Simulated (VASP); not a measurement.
A run of VASP 6.6.1 is set up as follows.

Contents of INCAR:

```
SYSTEM = AlN
ALGO = Normal ; EDIFF = 1E-6
ENCUT = 520 ; GGA = PS
ISIF = 2 ; ISMEAR = 0
LASPH = .True. ; LCHARG = .False.
LREAL = .False. ; LWAVE = .False.
NBANDS = 11 ; NELM = 100
PREC = Accurate ; SIGMA = 0.01
```

File KPOINTS:

```
k-points
0
Gamma
  8 8 8
  0 0 0
```

POSCAR

```
AlN
1.0
    0.0000000000      2.1886778373      2.1886778373
    2.1886778373      0.0000000000      2.1886778373
    2.1886778373      2.1886778373      0.0000000000
Al N
1 1
Direct
    0.0000000000      0.0000000000      0.0000000000
    0.2500000000      0.2500000000      0.2500000000
```

Potentials or basis: VASP PAW PBE potentials, release 64 (Al, N).

The run is started by

```console
$ cat potpaw_PBE.64/Al/POTCAR potpaw_PBE.64/N/POTCAR > POTCAR
$ mpirun -np 1 vasp_std > vasp.out
```

Estimate the pressure.

0.0 GPa.

Estimate the band gap on the k mesh.

3.18 eV, indirect (least direct gap 4.08 eV).

Caveat: the PAW data sets were made with another functional, which shifts forces and pressure a little. A k mesh can miss the band edges.
